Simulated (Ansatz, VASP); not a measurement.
**Two plane-wave programs on ZnO**

POSCAR

```
ZnO
1.0
    2.6882100000      0.0000000000      0.0000000000
    0.0000000000      2.6882100000      0.0000000000
    0.0000000000      0.0000000000      2.6882100000
Zn O
1 1
Direct
    0.0000000000      0.0000000000      0.0000000000
    0.5000000000      0.5000000000      0.5000000000
```

INCAR.step1

```
SYSTEM = ZnO
PREC     = Accurate       ! precision mode
ENCUT    = 520            ! plane-wave cutoff, eV
EDIFF    = 1E-5           ! SCF threshold, eV
ISMEAR   = -1             ! smearing method
SIGMA    = 0.05           ! smearing width, eV
LREAL    = .FALSE.        ! projectors in reciprocal space
LASPH    = .TRUE.         ! aspherical terms in the spheres
NELM     = 60             ! most SCF steps
ALGO     = Normal         ! electronic algorithm
ISIF     = 2              ! what is computed and relaxed
LWAVE    = .TRUE.         ! write WAVECAR
LCHARG   = .FALSE.        ! write CHGCAR
GGA      = PE             ! functional
NBANDS   = 16             ! bands
```

The input INCAR.step2:

```
SYSTEM = ZnO
PREC     = Accurate       ! precision mode
ENCUT    = 520            ! plane-wave cutoff, eV
EDIFF    = 1E-6           ! SCF threshold, eV
ISMEAR   = -1             ! smearing method
SIGMA    = 0.05           ! smearing width, eV
LREAL    = .FALSE.        ! projectors in reciprocal space
LASPH    = .TRUE.         ! aspherical terms in the spheres
NELM     = 60             ! most SCF steps
ALGO     = Normal         ! electronic algorithm
ISIF     = 2              ! what is computed and relaxed
LWAVE    = .FALSE.        ! write WAVECAR
LCHARG   = .FALSE.        ! write CHGCAR
GGA      = PE             ! functional
LHFCALC  = .TRUE.         ! exact exchange
AEXX     = 0.25           ! exact-exchange fraction
HFSCREEN = 0.3            ! screening, 1/A
PRECFOCK = Normal       
ISTART   = 1            
NBANDS   = 16             ! bands
```

Contents of KPOINTS:

```
regular mesh
0
G
  5 5 5
  0 0 0
```

input

```
crystal:
  lattice:
    - [2.68821, 0.0, 0.0]
    - [0.0, 2.68821, 0.0]
    - [0.0, 0.0, 2.68821]
  atoms:
    - { symbol: Zn, position: [0.0, 0.0, 0.0] }
    - { symbol: O, position: [0.5, 0.5, 0.5] }
hamiltonian:
  xc: { exchange: pbe, correlation: pbe, exx: { coeff: 0.25, omega: 0.3 } }
  pseudopotentials: { kind: paw }
kpoints:
  mp_grid: { grid: [5, 5, 5] }
  band_path:
    path:
      - [[0.0, 0.0, 0.0], [0.0, 0.5, 0.0], [0.5, 0.5, 0.0], [0.0, 0.0, 0.0], [0.5, 0.5, 0.5], [0.0, 0.5, 0.0]]
      - [[0.5, 0.5, 0.0], [0.5, 0.5, 0.5]]
    npoints: 4
scf:
  occupations: { method: fermi_dirac, width: 0.05 }
  n_extra_bands: 6
output:
  forces: true
  stress: true
  eigenvalues: true
  fatbands: false
```

Alike in both runs: functional PBE-based screened hybrid with a share of 0.25 of exact exchange and HFSCREEN = 0.3; k mesh 5 × 5 × 5; occupations fermi-dirac, width 0.05 eV; no spin polarisation.

```csv
,VASP,Ansatz
version,VASP 6.6.1,Ansatz 0.2.0
potentials or method,"VASP PAW PBE potentials, release 64 (Zn, O)",Ansatz PAW
plane-wave cutoff (eV),520,420
valence electrons in the cell,18,18
task,single point,band structure
```

VASP gave:

| Quantity | Value |
| --- | --- |
| gap on the k mesh at the Fermi level (eV) | 0.38 |
| least direct gap on the mesh (eV) | 1.50 |
| pressure (GPa) | -6.5 |

**Question.** Which values does Ansatz return?

**Answer.** gap on the k mesh at the Fermi level (eV): 0.42; least direct gap on the mesh (eV): 1.54; pressure (GPa): -7.4.

VASP's potentials were made for PBE, not for PBE-based screened hybrid.

The k mesh is coarse, so the values compare programs but aren't converged. Noted on Ansatz's run: the k mesh misses the band edges, so the gap on the mesh is wider than the one along the path.
